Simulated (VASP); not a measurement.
Write the native input for VASP 6.6.1 that does the following.

- Task: single point
- Functional: LDA
- Potentials or basis: VASP PAW LDA potentials, release 64 (Ga_d, N_h)
- Cutoff: 910 eV
- k mesh: 8 × 8 × 8
- Occupations: gaussian, width 0.01 eV
- Spin: no spin polarisation
- Dipole correction: no
- Second run: hard_potentials
- Further INCAR settings: ALGO = Normal; EDIFF = 1e-06; NBANDS = 16

The structure of GaN lies in POSCAR:

```
GaN
1.0
    0.0000000000      2.1917289199      2.1917289199
    2.1917289199      0.0000000000      2.1917289199
    2.1917289199      2.1917289199      0.0000000000
Ga N
1 1
Direct
    0.0000000000      0.0000000000      0.0000000000
    0.7500000000      0.7500000000      0.7500000000
```

One way to write it, as run:

INCAR

```
  PREC = Accurate
  ENCUT = 910
  EDIFF = 1E-6
  ISMEAR = 0
  SIGMA = 0.01
  LREAL = F
  LASPH = T
  NELM = 120
  ALGO = Normal
  ISIF = 2
  LWAVE = F
  LCHARG = T
  GGA = CA
  LELF = T
  LVHAR = T
  NBANDS = 16
  GGA_COMPAT = F
```

KPOINTS

```
regular mesh
0
Gamma
  8 8 8
```

Potentials or basis: VASP PAW LDA potentials, release 64 (Ga_d, N_h).

Run with:

```console
$ cat potpaw_LDA.64/Ga_d/POTCAR potpaw_LDA.64/N_h/POTCAR > POTCAR
$ mpirun -np 1 vasp_std > vasp.out
```

Results of the run:

```json
{
 "Pressure": "12.1 GPa",
 "Band gap on the k mesh": "2.29 eV, direct"
}
```

Caveat: the cutoff is under 1.25 times the usual one of these potentials, so pressure, stress and relaxed cells hold a basis-set (Pulay) error.

Wall time 19 s on 1 thread of Intel(R) Xeon(R) Platinum 8488C (Sapphire Rapids), on a shared host, peak memory 0.16 GiB.
